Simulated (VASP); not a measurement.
# O (P-1) in VASP: single point with PBE

Aim: the single point of O with PBE.

Program: VASP 6.6.1. These are calculated values, not measurements. Logs are shortened: lines on timing, memory, paths and dates and some standing lists are left out, and cuts for length are marked.

## 1. The cell of the first run

The typed cell holds 4 atoms: a = 4.044 Å, b = 4.028 Å, c = 2.988 Å, α = 88.84°, β = 111.61°, γ = 93.26°.

## 2. Single point, PBE (shear xy strain -5.7%)

INCAR reads:

```
SYSTEM = O
  ALGO = Normal
  EDIFF = 1E-7
  ENCUT = 520
  GGA = PE
  ISIF = 2
  ISMEAR = -1
  LASPH = .True.
  LCHARG = .True.
  LELF = .True.
  LREAL = .False.
  LVHAR = .True.
  LWAVE = .False.
  NBANDS = 20
  NELM = 80
  PREC = Accurate
  SIGMA = 0.02
```

KPOINTS reads:

```
k-points
0
Gamma
  8 6 10
  0 0 0
```

POSCAR reads:

```
O
1.0
    4.0422516979     -0.1150020608     -0.0511314365
   -0.1145443497      4.0261634352      0.0000000000
   -1.0645949049      0.0302877250      2.7914438287
O
4
Direct
    0.3443815586      0.6797420020      0.6676107296
    0.6649141113      0.6888226747      0.8271993309
    0.6556184414      0.3202579980      0.3323892704
    0.3350858887      0.3111773253      0.1728006691
```

Potentials or basis: VASP PAW PBE potentials, release 64 (O).

Launch:

```
> cat potpaw_PBE.64/O/POTCAR > POTCAR
> mpirun -np 1 vasp_std > vasp.out
```

OUTCAR:

```text
SYSTEM = O
   EDIFF = 1E-7
   ENCUT = 520
   GGA = PE
   ISIF = 2
   ISMEAR = -1
   LASPH = .True.
   LREAL = .False.
   NELM = 80
   PREC = Accurate

 ion  position               nearest neighbor table
   1  0.344  0.680  0.668-   2 1.20
   2  0.665  0.689  0.827-   1 1.20
   3  0.656  0.320  0.332-   4 1.20
   4  0.335  0.311  0.173-   3 1.20

  LATTYP: Found a triclinic cell.
 ALAT       =     4.0442105147
 B/A-ratio  =     2.1554847744
 C/A-ratio  =     0.7387633635
 COS(alpha) =     0.0083163797
 COS(beta)  =     0.3682524119
 COS(gamma) =     0.8279192138

  Lattice vectors:

 A1 = (   4.0422516979,  -0.1150020608,  -0.0511314365)
 A2 = (   7.1344528406,  -4.2258798318,   2.6891809557)
 A3 = (   1.0645949049,  -0.0302877250,  -2.7914438287)

Analysis of symmetry for initial positions (statically):
=====================================================================
 Subroutine PRICEL returns:
 Original cell was already a primitive cell.

 Routine SETGRP: Setting up the symmetry group for a
 triclinic supercell.

 Subroutine GETGRP returns: Found  2 space group operations
 (whereof  2 operations were pure point group operations)
 out of a pool of  2 trial point group operations.

The static configuration has the point symmetry S_2 .

Analysis of symmetry for dynamics (positions and initial velocities):
=====================================================================
 Subroutine PRICEL returns:
 Original cell was already a primitive cell.

 Routine SETGRP: Setting up the symmetry group for a
 triclinic supercell.

 Subroutine GETGRP returns: Found  2 space group operations
 (whereof  2 operations were pure point group operations)
 out of a pool of  2 trial point group operations.

The dynamic configuration has the point symmetry S_2 .

 Subroutine INISYM returns: Found  2 space group operations
 (whereof  2 operations are pure point group operations),
 and found     1 'primitive' translations

----------------------------------------------------------------------------------------

[... 87 lines left out ...]
   PREC   = accura    normal or accurate (medium, high low for compatibility)
   ISTART =      0    job   : 0-new  1-cont  2-samecut
   ICHARG =      2    charge: 1-file 2-atom 10-const
   ISPIN  =      1    spin polarized calculation?
   LNONCOLLINEAR =      F non collinear calculations
   LSORBIT =      F    spin-orbit coupling
   LASPH  =      T    aspherical Exc in radial PAW
   ENCUT  =  520.0 eV  38.22 Ry    6.18 a.u.   7.52  7.49  5.56*2*pi/ulx,y,z
   NELM   =     80;   NELMIN=  2; NELMDL= -5     # of ELM steps
   EDIFF  = 0.1E-06   stopping-criterion for ELM
   LREAL  =      F    real-space projection
   EDIFFG = 0.1E-05   stopping-criterion for IOM
   NSW    =      0    number of steps for IOM
   IBRION =     -1    ionic relax: 0-MD 1-quasi-New 2-CG
   NFREE  =      0    steps in history (QN), initial steepest desc. (CG)
   ISIF   =      2    stress and relaxation
   ISYM   =      2    0-nonsym 1-usesym 2-fastsym
   POTIM  = 0.5000    time-step for ionic-motion
   TEBEG  =    0.0;   TEEND  =   0.0 temperature during run
   PSTRESS=    0.0 pullay stress
   NELECT =      24.0000    total number of electrons
   NUPDOWN=      -1.0000    fix difference up-down
   EMIN   =  10.00;   EMAX   =-10.00  energy-range for DOS
   EFERMI =   0.00;   METHOD = LEGACY
   ISMEAR =    -1;   SIGMA  =   0.02  broadening in eV -4-tet -1-fermi 0-gaus
   EFERMI_NEDOS =   21; number of points for ismear=-14 and -15
   IALGO  =     38    algorithm
   IMIX   =      4    mixing-type and parameters
     AMIX     =   0.40;   BMIX     =  1.00
     AMIX_MAG =   1.60;   BMIX_MAG =  1.00
  volume/ion in A,a.u.               =      11.29        76.21
  Fermi-wavevector in a.u.,A,eV,Ry     =   1.325912  2.505610 23.919615  1.758042
  Thomas-Fermi vector in A             =   2.455338
   LORBIT       =      0    0 simple, 1 ext, 2 COOP (PROOUT), +10 PAW based schemes
   GGA     = PE    functional components
   LHFCALC =     F    Hartree Fock is set to
   AEXX    =    0.0000 exact exchange contribution
   IVDW    =     0    specifies the selected vdW correction
   LEPSILON=     F    determine dielectric tensor
   LRPA    =     F    only Hartree local field effects (RPA)
 non-spin polarized calculation
  energy-cutoff  :      520.00
  volume of cell :       45.17
 maximum number of plane-waves:      1239
   NGX = 15   NGY = 15   NGZ = 11

 number of electron      24.0000002 magnetization

 Free energy of the ion-electron system (eV)
  ---------------------------------------------------
  ext. energy  EPLUGINS =         0.00000000
  ---------------------------------------------------
  free energy    TOTEN  =       -19.67618417 eV

  energy without entropy =      -19.67618417  energy(sigma->0) =      -19.67618417

 E-fermi :   0.6096     XC(G=0):  -9.2790

 val. band max:        0.0855932061   @ k =   0.0000   0.5000  -0.0000
 cond. band min:       1.0005540780   @ k =   0.5000   0.5000  -0.0000
 fundamental gap:      0.9149608719
 Fermi energy:         0.6095533138

 k-point     1 :       0.0000    0.0000    0.0000
  band No.  band energies     occupation
      1     -27.5411      2.00000
      2     -25.7579      2.00000
      3     -14.3728      2.00000
      4     -12.1798      2.00000
      5      -8.7863      2.00000
      6      -7.8633      2.00000
[... 541 lines left out ...]
     19      14.6340      0.00000
     20      16.1420      0.00000

 [... further k-points ...]

------------------------ aborting loop because EDIFF is reached ----------------------------------------

  FORCE on cell =-STRESS in cart. coord.  units (eV):
  Direction    XX          YY          ZZ          XY          YZ          ZX
  --------------------------------------------------------------------------------------
  -------------------------------------------------------------------------------------
  Total        5.1814989      1.0380505      1.8397788      0.0415883     -0.0461348      1.4851691
  in kB      183.7698134     36.8160544     65.2505807      1.4749923     -1.6362407     52.6738042
  external PRESSURE =      95.2788161 kB  Pullay stress =       0.0000000 kB

 VOLUME and BASIS-vectors are now :
 -----------------------------------------------------------------------------
  energy-cutoff  :      520.00
  volume of cell :       45.17
      direct lattice vectors                 reciprocal lattice vectors
     4.042251698 -0.115002061 -0.051131437     0.248787455  0.007078003  0.094805232
    -0.114544350  4.026163435  0.000000000     0.007072005  0.248576610  0.000000000
    -1.064594905  0.030287725  2.791443829     0.004557090  0.000129649  0.359974117

 POSITION                                       TOTAL-FORCE (eV/Angst)
 -----------------------------------------------------------------------------------
      0.60348      2.71737      1.84599        -1.889480      0.072409     -0.719263
      1.72822      2.72190      2.27508         1.893028      0.093998      0.718966
      2.25963      1.22408      0.89432         1.889480     -0.072409      0.719263
      1.13490      1.21955      0.46523        -1.893028     -0.093998     -0.718966
 -----------------------------------------------------------------------------------
    total drift:                               -0.000000      0.000000      0.000000

  FREE ENERGIE OF THE ION-ELECTRON SYSTEM (eV)
  ---------------------------------------------------
  free  energy   TOTEN  =       -19.6761841722 eV

  energy  without entropy=      -19.6761841722  energy(sigma->0) =      -19.67618417
```

OSZICAR:

```text
N       E                     dE             d eps       ncg     rms          rms(c)
DAV:   1     0.130999001860E+03    0.13100E+03   -0.13994E+04  9776   0.114E+03
DAV:   2    -0.141850041787E+02   -0.14518E+03   -0.14120E+03 12704   0.273E+02
DAV:   3    -0.203053307966E+02   -0.61203E+01   -0.60851E+01 12196   0.554E+01
DAV:   4    -0.203407237895E+02   -0.35393E-01   -0.35388E-01 11116   0.470E+00
DAV:   5    -0.203409386739E+02   -0.21488E-03   -0.21488E-03 11960   0.331E-01    0.665E+00
DAV:   6    -0.197891238257E+02    0.55181E+00   -0.46192E-01 10896   0.602E+00    0.352E+00
DAV:   7    -0.196716290914E+02    0.11749E+00   -0.46868E-01 11484   0.573E+00    0.703E-01
DAV:   8    -0.196766756371E+02   -0.50465E-02   -0.50048E-02 10076   0.169E+00    0.150E-01
DAV:   9    -0.196762368958E+02    0.43874E-03   -0.22428E-03 11060   0.400E-01    0.776E-02
DAV:  10    -0.196761863011E+02    0.50595E-04   -0.17034E-04 10944   0.121E-01    0.216E-02
DAV:  11    -0.196761865108E+02   -0.20973E-06   -0.41966E-05 12112   0.544E-02    0.861E-03
DAV:  12    -0.196761841173E+02    0.23935E-05   -0.65307E-06 11320   0.220E-02    0.213E-03
DAV:  13    -0.196761841722E+02   -0.54846E-07   -0.80167E-07 10760   0.649E-03
   1 F= -.19676184E+02 E0= -.19676184E+02  d E =-.632600E-11
```

It took 3.8 min on 1 thread of Intel Xeon 8259CL, shared host; peak memory 0.26 GiB.

What came out:

| Item | Value |
| --- | --- |
| Free energy | -19.6762 eV |
| Pressure | 9.5 GPa |
| Largest force | 2.027 eV/Å |
| Band gap on the k mesh | 0.92 eV (least direct gap 0.95 eV) |

Forces in eV/Å, atoms in the order of the input:
```
O   -1.889  0.072 -0.719
O    1.893  0.094  0.719
O    1.889 -0.072  0.719
O   -1.893 -0.094 -0.719
```

Levels at points of the mesh, in eV from the valence-band top:
```
           k point  band 9  band 10  band 11  band 12  band 13  band 14  band 15  band 16
(0.00, 0.00, 0.00)   -4.67    -4.60    -0.57    -0.49     1.88     1.94     9.13    11.39
(0.50, 0.00, 0.00)   -4.74    -4.68    -1.06    -0.14     1.92     2.11     7.20    10.12
(0.00, 0.50, 0.00)   -5.10    -4.89    -0.35     0.00     1.23     1.74    10.12    11.44
(0.50, 0.50, 0.00)   -5.13    -4.97    -0.16    -0.03     0.91     1.96     8.07     9.42
(0.00, 0.00, 0.50)   -5.03    -4.97    -1.02    -0.92     1.69     1.70    10.05    10.07
(0.50, 0.00, 0.50)   -5.00    -4.99    -0.99    -0.95     1.66     1.72     9.97    10.12
(0.00, 0.50, 0.50)   -4.36    -4.33    -1.46    -1.44     2.22     2.30    10.09    10.25
(0.50, 0.50, 0.50)   -4.38    -4.32    -1.50    -1.41     2.26     2.27    10.16    10.16
```

Caveat: the cell differs from its parent crystal (shear xy strain -5.7%); the standard files for N, O and F lose accuracy on very short bonds; spin is off for a triplet molecule; the cell stands under pressure; this functional lacks dispersion, which holds the molecules together, so the pressure and a relaxed volume are unreliable; forces of over 1 eV/Å act on the atoms, so gaps and moduli don't describe the material at rest. A k mesh can miss the band edges.
